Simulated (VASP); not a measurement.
A run of VASP 6.6.1 is set up as follows.

File INCAR:

```
PREC = Accurate
ENCUT = 520
EDIFF = 1E-6
ISMEAR = 0
SIGMA = 0.15
LREAL = F
LASPH = T
NELM = 100
ALGO = Fast
ISIF = 2
LWAVE = F
LCHARG = F
GGA = PS
NBANDS = 44
```

KPOINTS

```
regular mesh
0
Gamma
  12 12 12
```

The input POSCAR:

```
CoSn
1.0
    5.2197158240      0.0000000000      0.0000000000
   -2.6098579120      4.5204065041      0.0000000000
    0.0000000000      0.0000000000      4.1684718855
Co Sn
3 3
Direct
    0.0000000000      0.5000000000     -0.0020710889
    0.5000000000      0.5000000000     -0.0020710889
    0.5000000000      0.0000000000     -0.0020710889
    0.6666666667      0.3333333333      0.4979438371
    0.3333333333      0.6666666667      0.4979438371
    0.0000000000      0.0000000000      0.0071968819
```

Potentials or basis: VASP PAW PBE potentials, release 64 (Co, Sn_d).

The run is started by

```sh
$ cat potpaw_PBE.64/Co/POTCAR potpaw_PBE.64/Sn_d/POTCAR > POTCAR
$ mpirun -np 1 vasp_std > vasp.out
```

(1) Predict the largest force.

(2) Predict the pressure.

(3) Predict the band gap on the k mesh.

## Answers

(1) 0.151 eV/Å.

(2) 0.0 GPa.

(3) zero (an odd number of electrons rules out a gap without spin polarisation).

Caveat: the cell differs from its parent crystal (atoms displaced along a vibrational mode); the PAW data sets were made with another functional, which shifts forces and pressure a little; spin-orbit coupling is left out, which moves the levels of the heavy elements; the run has no spin polarisation, though such a crystal can be magnetic.
